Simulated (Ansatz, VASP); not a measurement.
**Ag3SnO4: VASP beside Ansatz**

```
Ag Sn O
1.0
     4.74219    0.00000    0.00000
     0.00000    4.74219    0.00000
     0.00000    0.00000    4.74219
Ag Sn O
3 1 4
Direct
  0.00000 0.50000 0.50000
  0.50000 0.00000 0.50000
  0.50000 0.50000 0.00000
  0.00000 0.00000 0.00000
  0.50000 0.00000 0.00000
  0.00000 0.50000 0.00000
  0.00000 0.00000 0.50000
  0.50000 0.50000 0.50000
```

Alike in both runs: functional PBE; k mesh 4 × 4 × 4; occupations gaussian, width 0.1 eV; collinear spin.

Ansatz relaxed the structure, and its values are those at the end. VASP's run is a single point on that final structure, the one shown.

|  | VASP | Ansatz |
| --- | --- | --- |
| version | VASP 6.6.1 | Ansatz 0.2.0 |
| potentials or method | VASP PAW PBE potentials, release 64 (Ag, Sn_d, O), cutoff 600 eV | scalar-relativistic, plane waves, PAW |
| valence electrons in the cell | 71 | 95 |

Ansatz gave:

| Property | Result |
| --- | --- |
| gap on the k mesh at the Fermi level (eV) | none |
| pressure (GPa) | 0.0 |
| net moment per atom (μB) | 0.00 |

Task: Which values does VASP return?

Result: gap on the k mesh at the Fermi level (eV): none; pressure (GPa): -0.3; net moment per atom (μB): 0.00.

A gap of «none» marks a metal or a gap that the smearing closes. VASP's potentials hold 71 valence electrons a cell and Ansatz's 95, so a difference there can come from the potentials and not from the codes. Ansatz's warnings: seeded moment not kept.
